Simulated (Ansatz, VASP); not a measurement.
**Ca in VASP and in Ansatz**

```xyz
2
Lattice="4.8232 0.0000 0.0000 0.0000 4.8232 0.0000 0.0000 0.0000 4.3849" Properties=species:S:1:pos:R:3 pbc="T T T"
Ca    2.4116    0.0000    1.5281
Ca    0.0000    2.4116    2.8568
```

Alike in both runs: task single point; functional PBE; k mesh 4 × 4 × 4; occupations gaussian, width 0.1 eV; no spin polarisation.

|  | VASP | Ansatz |
| --- | --- | --- |
| version | VASP 6.6.1 | Ansatz 0.2.0 |
| potentials or method | VASP PAW PBE potentials, release 64 (Ca_sv), cutoff 520 eV | scalar-relativistic, plane waves, PAW |
| valence electrons in the cell | 20 | 20 |

Ansatz gave:

* gap on the k mesh at the Fermi level (eV): none
* pressure (GPa): -1.4
* traceless stress, the component that is largest in VASP (GPa): -1.63
* rms of the force components (eV/Å): 0.407

Question: Estimate VASP's values.

Answer: gap on the k mesh at the Fermi level (eV): none; pressure (GPa): -1.4; traceless stress, the component that is largest in VASP (GPa): -1.65; rms of the force components (eV/Å): 0.408.

Atom by atom the forces differ by 0.001 eV/Å (rms over components). A gap of «none» marks a metal or a gap that the smearing closes.
